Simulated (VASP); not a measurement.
# Si63S (a cell with a defect) in VASP: single point with PBE

Aim: the single point of Si63S (a cell with a defect) with PBE.

All numbers are computed with VASP 6.6.1; they aren't measurements. Logs are shortened: lines on timing, memory, paths and dates and some standing lists are left out, and cuts for length are marked.

### Step 1. The cell of the first run

The cell holds a defect, 64 atoms: a = 10.161 Å, b = 10.690 Å, c = 14.247 Å, α = 108.32°, β = 92.88°, γ = 109.83°.

### Step 2. Single point, PBE, collinear spin

Input file INCAR:

```
SYSTEM = Si63S
  PREC = Accurate
  ENCUT = 520
  EDIFF = 1E-7
  ISMEAR = 0
  SIGMA = 0.05
  LREAL = Auto
  LASPH = .True.
  NELM = 150
  ALGO = Normal
  ISIF = 2
  LWAVE = .False.
  LCHARG = .False.
  ISPIN = 2
  MAGMOM = 0.5 0 0 0 0 0 0 0 0 0 0 0 0 0 0 0 0 0 0 0 0.5 0 0 0 0 0 0 0.5 0 0 0 0 0.5 0 0 0 0 0 0 0 0 0 0 0 0 0 0 0 0 0 0 0 0 0 0.5 0 0 0 0 0 0 0 0 0
  LORBIT = 11
  GGA = PE
  NBANDS = 171
```

Input file KPOINTS:

```
regular mesh
0
Gamma
  1 1 1
  0 0 0
```

Input file POSCAR:

```
Si63S
1.0
    6.6508880000      6.6508890000      3.8447710000
   -9.9763330000      3.3254440000      1.9223860000
    3.3254440000     -9.9763330000      9.6119280000
S Si
1 63
Direct
    0.1258419080      0.9509102312      0.9511893003
    0.3811551592      0.7047186610      0.7050862341
    0.1353903488      0.7014934906      0.2038445170
    0.6343532300      0.4551050640      0.4548667594
    0.8850252988      0.2072954746      0.2076748653
    0.3860472225      0.4559064455      0.9539905234
    0.6324020539      0.2021349317      0.7051671749
    0.1340669526      0.4538633939      0.4548821081
    0.3860022680      0.2068162293      0.2066475143
    0.1334403212      0.2046814001      0.7048465102
    0.8845504249      0.9551368128      0.4527152881
    0.6311569712      0.9541103896      0.9538780732
    0.8796136439      0.7013548954      0.7017878926
    0.3838645658      0.9544268973      0.4552027991
    0.6365897151      0.7074325875      0.2038098291
    0.8854712355      0.4528883243      0.9554710971
    0.1187973776      0.5406687166      0.0443320646
    0.3659894810      0.2946241791      0.7946201195
    0.6169548783      0.0445033677      0.5451459023
    0.1188961950      0.2959714493      0.2956693062
    0.3728755745      0.0520224431      0.0507468376
    0.1165909399      0.0456188853      0.5450127518
    0.8707013214      0.7967087745      0.2927273677
    0.6157005731      0.7942010858      0.7946732938
    0.8667225890      0.5437877976      0.5433222258
    0.3682778588      0.7956261456      0.2955805323
    0.6189494066      0.5475492392      0.0443145789
    0.1083068399      0.7884230252      0.7900286719
    0.3663924618      0.5459959100      0.5454959103
    0.8656957811      0.2931473205      0.7956774228
    0.6179597206      0.2977604521      0.2965518611
    0.8621158891      0.0468649238      0.0473669162
    0.0341440798      0.1386258349      0.9576990218
    0.2915105201      0.8833435059      0.7058919451
    0.5448848530      0.6338340552      0.4547288453
    0.0516245005      0.8842299522      0.2019007124
    0.2956016369      0.6351110218      0.9555452552
    0.0463234189      0.6339596815      0.4547583349
    0.7945404087      0.3855780620      0.2057934973
    0.5439807398      0.3821379638      0.7042244208
    0.7949161315      0.1346620421      0.4553650573
    0.2979351613      0.3847190788      0.2054793534
    0.5447905952      0.1356848433      0.9562133677
    0.0429081465      0.3841435779      0.7059643813
    0.2959601245      0.1345211616      0.4555557228
    0.7943175535      0.8818583386      0.7033013342
    0.5455692986      0.8859509083      0.2053216879
    0.7981792984      0.6326251384      0.9517843195
    0.2029976573      0.6154943874      0.7956148781
    0.4558569839      0.3664325483      0.5448564180
    0.7049296763      0.1180052948      0.2961336010
    0.2101111808      0.3611801776      0.0441872488
    0.4533976221      0.1146148024      0.7955421201
    0.2079441452      0.1164361713      0.2952312418
    0.9447028703      0.8660709537      0.0468712729
    0.7062533150      0.8649847167      0.5430525389
    0.9570544617      0.6163896497      0.2949365697
    0.4548680408      0.8676958964      0.0458277581
    0.7046590946      0.6129706027      0.7925482101
    0.2046205187      0.8661930067      0.5454590462
    0.4586374200      0.6169761743      0.2943013855
    0.9559178630      0.3656013059      0.5450742465
    0.7051271000      0.3666573620      0.0453074096
    0.9556471988      0.1120043000      0.7938551975
```

Potentials or basis: VASP PAW PBE potentials, release 64 (S, Si).

Started as:

```sh
$ cat potpaw_PBE.64/S/POTCAR potpaw_PBE.64/Si/POTCAR > POTCAR
$ mpirun -np 1 vasp_gam > vasp.out
```

OUTCAR:

```text
SYSTEM = Si63S
   PREC = Accurate
   ENCUT = 520
   EDIFF = 1E-7
   ISMEAR = 0
   LREAL = Auto
   LASPH = .True.
   NELM = 150
   ISIF = 2
   ISPIN = 2
   LORBIT = 11
   GGA = PE

 ion  position               nearest neighbor table
   1  0.126  0.951  0.951-  28 2.36  55 2.44  33 2.46  21 2.51
   2  0.381  0.705  0.705-  29 2.33  24 2.37  34 2.38  49 2.38
   3  0.135  0.701  0.204-  17 2.34  26 2.36  57 2.38  36 2.39
   4  0.634  0.455  0.455-  31 2.31  25 2.34  35 2.38  50 2.38
   5  0.885  0.207  0.208-  32 2.33  20 2.35  51 2.38  39 2.39
   6  0.386  0.456  0.954-  18 2.33  27 2.35  37 2.38  52 2.39
[... 56 lines left out ...]
  63  0.705  0.367  0.045-  43 2.34  39 2.34  27 2.38  16 2.38
  64  0.956  0.112  0.794-  33 2.33  46 2.34  10 2.38  30 2.40

  LATTYP: Found a triclinic cell.
 ALAT       =    10.1612449887
 B/A-ratio  =     3.0241273988
 C/A-ratio  =     1.1803256044
 COS(alpha) =     0.0006103648
 COS(beta)  =     0.5449076326
 COS(gamma) =     0.7560318497

  Lattice vectors:

 A1 = (  -6.6508880000,  -6.6508890000,  -3.8447710000)
 A2 = ( -26.6035530000,  -0.0000010000, -15.3790840000)
 A3 = (   3.3254450000,  -9.9763330000,  -5.7671570000)

Analysis of symmetry for initial positions (statically):
=====================================================================
 Subroutine PRICEL returns:
 Original cell was already a primitive cell.

 Routine SETGRP: Setting up the symmetry group for a
 triclinic supercell.

 Subroutine GETGRP returns: Found  1 space group operations
 (whereof  1 operations were pure point group operations)
 out of a pool of  2 trial point group operations.

The static configuration has the point symmetry C_1 .

Analysis of symmetry for dynamics (positions and initial velocities):
=====================================================================
 Subroutine PRICEL returns:
 Original cell was already a primitive cell.

 Routine SETGRP: Setting up the symmetry group for a
 triclinic supercell.

 Subroutine GETGRP returns: Found  1 space group operations
 (whereof  1 operations were pure point group operations)
 out of a pool of  2 trial point group operations.

The dynamic configuration has the point symmetry C_1 .

Analysis of structural, dynamic, and magnetic symmetry:
=====================================================================
 Subroutine PRICEL returns:
 Original cell was already a primitive cell.

 Routine SETGRP: Setting up the symmetry group for a
 triclinic supercell.

 Subroutine GETGRP returns: Found  1 space group operations
 (whereof  1 operations were pure point group operations)
 out of a pool of  2 trial point group operations.

The overall configuration has the point symmetry C_1 .

 Subroutine INISYM returns: Found  1 space group operations
 (whereof  1 operations are pure point group operations),
 and found     1 'primitive' translations

----------------------------------------------------------------------------------------

                                     Primitive cell

  volume of cell :    1360.5667

  direct lattice vectors                    reciprocal lattice vectors
     6.650888000  6.650889000  3.844771000     0.037588962  0.075177924  0.065023377
    -9.976333000  3.325444000  1.922386000    -0.075177924  0.037588958  0.065023369
     3.325444000 -9.976333000  9.611928000     0.000000004 -0.037588961  0.065023374

  length of vectors
    10.161244989 10.690246295 14.246928013     0.106267069  0.106267063  0.075106386

  position of ions in fractional coordinates (direct lattice)
     0.125841908  0.950910231  0.951189300
     0.381155159  0.704718661  0.705086234
     0.135390349  0.701493491  0.203844517
     0.634353230  0.455105064  0.454866759
     0.885025299  0.207295475  0.207674865
     0.386047222  0.455906445  0.953990523
[... 56 lines left out ...]
     0.705127100  0.366657362  0.045307410
     0.955647199  0.112004300  0.793855198

[... 112 lines left out ...]
   ENCUT  =  520.0 eV  38.22 Ry    6.18 a.u.  18.89 19.88 26.49*2*pi/ulx,y,z
   NELM   =    150;   NELMIN=  2; NELMDL= -5     # of ELM steps
   EDIFF  = 0.1E-06   stopping-criterion for ELM
   LREAL  =      T    real-space projection
   EDIFFG = 0.1E-05   stopping-criterion for IOM
   NSW    =      0    number of steps for IOM
   IBRION =     -1    ionic relax: 0-MD 1-quasi-New 2-CG
   NFREE  =      0    steps in history (QN), initial steepest desc. (CG)
   ISIF   =      2    stress and relaxation
   ISYM   =      2    0-nonsym 1-usesym 2-fastsym
   POTIM  = 0.5000    time-step for ionic-motion
   TEBEG  =    0.0;   TEEND  =   0.0 temperature during run
   PSTRESS=    0.0 pullay stress
   NELECT =     258.0000    total number of electrons
   NUPDOWN=      -1.0000    fix difference up-down
   EMIN   =  10.00;   EMAX   =-10.00  energy-range for DOS
   EFERMI =   0.00;   METHOD = LEGACY
   ISMEAR =     0;   SIGMA  =   0.05  broadening in eV -4-tet -1-fermi 0-gaus
   EFERMI_NEDOS =   21; number of points for ismear=-14 and -15
   IALGO  =     38    algorithm
   IMIX   =      4    mixing-type and parameters
     AMIX     =   0.40;   BMIX     =  1.00
     AMIX_MAG =   1.60;   BMIX_MAG =  1.00
  volume/ion in A,a.u.               =      21.26       143.46
  Fermi-wavevector in a.u.,A,eV,Ry     =   0.940535  1.777353 12.035787  0.884605
  Thomas-Fermi vector in A             =   2.067956
   LORBIT       =     11    0 simple, 1 ext, 2 COOP (PROOUT), +10 PAW based schemes
   GGA     = PE    functional components
   LHFCALC =     F    Hartree Fock is set to
   AEXX    =    0.0000 exact exchange contribution
   IVDW    =     0    specifies the selected vdW correction
   LEPSILON=     F    determine dielectric tensor
   LRPA    =     F    only Hartree local field effects (RPA)
 spin polarized calculation
 Gauss-broadening in eV      SIGMA  =   0.05
  energy-cutoff  :      520.00
  volume of cell :     1360.57
 maximum number of plane-waves:     18321
 NGX is ok and might be reduce to    80
   NGX = 37   NGY = 39   NGZ = 53

 number of electron     257.9999996 magnetization       0.0000145

 Free energy of the ion-electron system (eV)
  ---------------------------------------------------
  ext. energy  EPLUGINS =         0.00000000
  ---------------------------------------------------
  free energy    TOTEN  =      -337.06937071 eV

  energy without entropy =     -337.06937071  energy(sigma->0) =     -337.06937071

 E-fermi :   5.9408     XC(G=0):  -9.0909

 val. band max:        5.6597951468   @ k =   0.0000   0.0000   0.0000
 cond. band min:       6.1831473654   @ k =   0.0000   0.0000   0.0000
 fundamental gap:      0.5233522186
 Fermi energy:         5.9408409002

 spin component 1

 k-point     1 :       0.0000    0.0000    0.0000
  band No.  band energies     occupation
      1      -9.1065      1.00000
      2      -6.5191      1.00000
      3      -5.9378      1.00000
      4      -5.8447      1.00000
      5      -5.5285      1.00000
      6      -5.3641      1.00000
[... 133 lines left out ...]
    140       6.8423      0.00000
    141       6.8879      0.00000
 Fermi energy:         5.9408409002

 spin component 2

 k-point     1 :       0.0000    0.0000    0.0000
  band No.  band energies     occupation
      1      -9.1065      1.00000
      2      -6.5191      1.00000
      3      -5.9378      1.00000
      4      -5.8447      1.00000
      5      -5.5285      1.00000
      6      -5.3641      1.00000
[... 133 lines left out ...]
    140       6.8423      0.00000
    141       6.8879      0.00000
 [bands above 141 left out]

------------------------ aborting loop because EDIFF is reached ----------------------------------------

  FORCE on cell =-STRESS in cart. coord.  units (eV):
  Direction    XX          YY          ZZ          XY          YZ          ZX
  --------------------------------------------------------------------------------------
  -------------------------------------------------------------------------------------
  Total        2.4734478      7.1872007     25.7890891     -3.8146121     -3.7922918     -3.9092209
  in kB        2.9126848      8.4635100     30.3687378     -4.4920142     -4.4657303     -4.6034237
  external PRESSURE =      13.9149775 kB  Pullay stress =       0.0000000 kB

 VOLUME and BASIS-vectors are now :
 -----------------------------------------------------------------------------
  energy-cutoff  :      520.00
  volume of cell :     1360.57
      direct lattice vectors                 reciprocal lattice vectors
     6.650888000  6.650889000  3.844771000     0.037588962  0.075177924  0.065023377
    -9.976333000  3.325444000  1.922386000    -0.075177924  0.037588958  0.065023369
     3.325444000 -9.976333000  9.611928000     0.000000004 -0.037588961  0.065023374

 POSITION                                       TOTAL-FORCE (eV/Angst)
 -----------------------------------------------------------------------------------
     -5.48651     -5.49022     11.45461        -0.024432     -0.024128     -0.047061
     -2.15076     -2.15565      9.59743         0.001488      0.000015      0.005989
     -5.41999      1.19962      3.82842        -0.003635     -0.001768      0.002801
      1.19137      1.19454      7.68598         0.002147      0.001597      0.000531
      4.50877      4.50372      5.79738        -0.005913     -0.004523     -0.004816
      1.19172     -5.43368     11.53038        -0.003720      0.002676     -0.002419
[... 56 lines left out ...]
      1.18249      5.45702      3.85140         0.002308      0.003132      0.000526
      7.87843     -1.19140     11.52004        -0.008596      0.001092      0.000052
 -----------------------------------------------------------------------------------
    total drift:                                0.017924     -0.001733     -0.001105

  FREE ENERGIE OF THE ION-ELECTRON SYSTEM (eV)
  ---------------------------------------------------
  free  energy   TOTEN  =      -337.0693707091 eV

  energy  without entropy=     -337.0693707091  energy(sigma->0) =     -337.06937071

 total charge

# of ion       s       p       d       tot
------------------------------------------
    1        1.404   2.270   0.000   3.674
    2        0.753   0.926   0.000   1.679
    3        0.752   0.928   0.000   1.680
    4        0.758   0.933   0.000   1.691
    5        0.753   0.931   0.000   1.684
    6        0.750   0.930   0.000   1.680
[... 56 lines left out ...]
   63        0.754   0.930   0.000   1.684
   64        0.753   0.931   0.000   1.684
--------------------------------------------------
tot         48.959  60.683   0.000 109.642

 magnetization (x)

# of ion       s       p       d       tot
------------------------------------------
    1        0.000  -0.000   0.000   0.000
    2       -0.000  -0.000   0.000  -0.000
    3        0.000   0.000   0.000   0.000
    4       -0.000  -0.000   0.000  -0.000
    5       -0.000   0.000   0.000   0.000
    6       -0.000   0.000   0.000   0.000
[... 56 lines left out ...]
   63       -0.000   0.000   0.000   0.000
   64        0.000   0.000   0.000   0.000
--------------------------------------------------
tot         -0.000  -0.000   0.000  -0.000
```

Run time: 26 min. Hardware: 1 thread of Intel Xeon 8259CL, shared host; peak memory 1.6 GiB.

Results:

| Item | Value |
| --- | --- |
| Free energy | -337.0694 eV |
| Pressure | 1.4 GPa |
| Largest force | 0.058 eV/Å |
| Net moment | 0.00 μB per cell |
| Valence electrons inside the program's atomic spheres | S 3.67; Si 1.68, 1.69, 1.65, 1.67, 1.64 (each value once) |

Forces on the atoms (eV/Å):
```
S   -0.024 -0.024 -0.047
Si   0.001  0.000  0.006
Si  -0.004 -0.002  0.003
Si   0.002  0.002  0.001
Si  -0.006 -0.005 -0.005
Si  -0.004  0.003 -0.002
Si   0.000 -0.001  0.000
Si   0.000 -0.001  0.001
Si   0.002 -0.001  0.008
Si  -0.001  0.001  0.001
Si   0.001 -0.001  0.003
Si  -0.005 -0.001  0.004
Si   0.000  0.001  0.000
Si  -0.002  0.004  0.003
Si   0.004  0.002  0.003
Si   0.000 -0.001  0.005
Si   0.002 -0.003  0.000
Si  -0.002  0.001  0.001
Si   0.001 -0.001  0.000
Si  -0.002 -0.005 -0.004
Si   0.030  0.031  0.034
Si  -0.002  0.000  0.001
Si   0.000  0.001  0.000
Si  -0.002 -0.004  0.000
Si   0.004  0.005  0.003
Si   0.002 -0.003 -0.004
Si   0.000  0.003 -0.008
Si  -0.003 -0.003  0.014
Si  -0.003 -0.003 -0.004
Si   0.004 -0.002 -0.002
Si   0.004  0.001 -0.009
Si  -0.005 -0.010  0.001
Si   0.030  0.001 -0.007
Si  -0.006  0.002  0.006
Si   0.001 -0.005  0.002
Si   0.003 -0.005  0.007
Si   0.004 -0.004 -0.002
Si  -0.002 -0.001 -0.002
Si  -0.002 -0.003 -0.003
Si   0.004 -0.001  0.000
Si   0.000  0.001 -0.003
Si   0.005  0.000 -0.003
Si  -0.002 -0.009 -0.001
Si   0.000 -0.001 -0.006
Si  -0.003 -0.002 -0.005
Si   0.005 -0.003 -0.002
Si   0.003  0.000  0.000
Si   0.002 -0.004  0.004
Si  -0.003 -0.004  0.007
Si  -0.002  0.001  0.006
Si  -0.002  0.000  0.001
Si  -0.003  0.003  0.003
Si  -0.004  0.001  0.002
Si  -0.002  0.006 -0.001
Si  -0.003  0.032 -0.007
Si  -0.001  0.001  0.001
Si  -0.002  0.001  0.002
Si  -0.007 -0.001  0.004
Si   0.001  0.006 -0.008
Si   0.001  0.004 -0.001
Si   0.001 -0.001 -0.001
Si  -0.002 -0.002  0.002
Si   0.002  0.003  0.001
Si  -0.009  0.001  0.000
```

Stress tensor (GPa, compression positive):
```
 0.29 -0.45 -0.46
-0.45  0.85 -0.45
-0.46 -0.45  3.04
```

Levels at points of the mesh, in eV from the Fermi level:
Spin up:
| k point | band 126 | band 127 | band 128 | band 129 | band 130 | band 131 | band 132 | band 133 |
| --- | --- | --- | --- | --- | --- | --- | --- | --- |
| (0.00, 0.00, 0.00) | -1.14 | -1.13 | -1.04 | -0.28 | 0.24 | 0.27 | 0.30 | 0.34 |
Spin down:
```
           k point  band 127  band 128  band 129  band 130  band 131  band 132
(0.00, 0.00, 0.00)     -1.13     -1.04     -0.28      0.24      0.27      0.30
```

Caveat: the k points lie up to 0.67 Å⁻¹ apart.
